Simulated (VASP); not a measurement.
Input of a VASP 6.6.1 run:

Contents of POSCAR:

```
BaTiO3
1.0
    2.7860739896      1.6085405679      2.2772911961
   -2.7860739896      1.6085405679      2.2772911961
    0.0000000000     -3.2170811358      2.2772911961
Ba Ti O
1 1 3
Direct
   -0.0012166851     -0.0012166851     -0.0012166851
    0.5061844259      0.5061844259      0.5061844259
    0.4923368244      0.4923368244      0.9890586104
    0.4923368244      0.9890586104      0.4923368244
    0.9890586104      0.4923368244      0.4923368244
```

INCAR.step1

```
SYSTEM = BaTiO3
ALGO     = Normal         ! electronic algorithm
EDIFF    = 1E-4           ! SCF threshold, eV
ENCUT    = 520            ! plane-wave cutoff, eV
GGA      = PE             ! functional
ISMEAR   = 0              ! smearing method
LASPH    = .TRUE.         ! aspherical terms in the spheres
LCHARG   = .FALSE.        ! write CHGCAR
LREAL    = .FALSE.        ! projectors in reciprocal space
LWAVE    = .TRUE.         ! write WAVECAR
NBANDS   = 28             ! bands
NELM     = 80             ! most SCF steps
PREC     = Accurate       ! precision mode
SIGMA    = 0.02           ! smearing width, eV
```

File INCAR.step2:

```
SYSTEM = BaTiO3
ALGO     = Normal         ! electronic algorithm
EDIFF    = 1E-6           ! SCF threshold, eV
ENCUT    = 520            ! plane-wave cutoff, eV
ISIF     = 2              ! what is computed and relaxed
ISMEAR   = 0              ! smearing method
ISTART   = 1            
LASPH    = .TRUE.         ! aspherical terms in the spheres
LCHARG   = .FALSE.        ! write CHGCAR
LMIXTAU  = .TRUE.       
LREAL    = .FALSE.        ! projectors in reciprocal space
LWAVE    = .FALSE.        ! write WAVECAR
METAGGA  = R2SCAN         ! meta-GGA
NBANDS   = 28             ! bands
NELM     = 80             ! most SCF steps
PREC     = Accurate       ! precision mode
SIGMA    = 0.02           ! smearing width, eV
```

File KPOINTS:

```
k-points
0
G
  6 6 6
  0 0 0
```

Potentials or basis: VASP PAW PBE potentials, release 64 (Ba_sv, Ti_sv, O).

Run with:

```console
$ cat potpaw_PBE.64/Ba_sv/POTCAR potpaw_PBE.64/Ti_sv/POTCAR potpaw_PBE.64/O/POTCAR > POTCAR
$ cp INCAR.step1 INCAR
$ mpirun -np 1 vasp_std > vasp.out
$ cp INCAR.step2 INCAR
$ mpirun -np 1 vasp_std > vasp.out
```

Q: Estimate the pressure.

A: 11.1 GPa.

Q: What does it give for the band gap on the k mesh?

A: 2.45 eV, indirect (least direct gap 2.65 eV).

Q: What does it give for the largest force?

A: 0.101 eV/Å.

Forces in eV/Å, atoms in the order of the input:
```
Ba   0.000  0.000 -0.020
Ti   0.000  0.000 -0.101
O    0.000 -0.042  0.040
O   -0.036  0.021  0.040
O    0.036  0.021  0.040
```

Caveat: the PAW data sets were made with another functional, which shifts forces and pressure a little; spin-orbit coupling is left out, which moves the levels of the heavy elements. A k mesh can miss the band edges.
